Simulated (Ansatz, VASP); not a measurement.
**AgB2 in VASP and in Ansatz**

```
Ag B
1.0
     3.00997    0.00000    0.00000
    -1.50498    2.60671    0.00000
     0.00000    0.00000    3.25076
Ag B
1 2
Direct
  0.00000 0.00000 0.00000
  0.33333 0.66667 0.50000
  0.66667 0.33333 0.50000
```

Alike in both runs: task relaxation of cell and atoms; functional PBEsol; k mesh 14 × 14 × 10; occupations gaussian, width 0.05 eV; no spin polarisation.

|  | VASP | Ansatz |
| --- | --- | --- |
| version | VASP 6.6.1 | Ansatz 0.2.0 |
| potentials or method | VASP PAW PBE potentials, release 64 (Ag, B), cutoff 600 eV | scalar-relativistic, plane waves, PAW |
| valence electrons in the cell | 17 | 25 |

|  | VASP | Ansatz | Ansatz less VASP |
| --- | --- | --- | --- |
| gap on the k mesh at the Fermi level, each at its own relaxed structure (eV) | none | none | - |
| relaxed volume (Å³/atom) | 10.29 | 10.29 | +0.004 |
| relaxed cell length with the largest relative difference (Å) | 3.942 | 3.943 | +0.0008 |

VASP's potentials were made for PBE, not for PBEsol. A gap of «none» marks a metal or a gap that the smearing closes. VASP's potentials hold 17 valence electrons a cell and Ansatz's 25, so a difference there can come from the potentials and not from the codes.

Noted on VASP's run: the volume moved by over 15 % at a fixed basis, so the end points are rough.
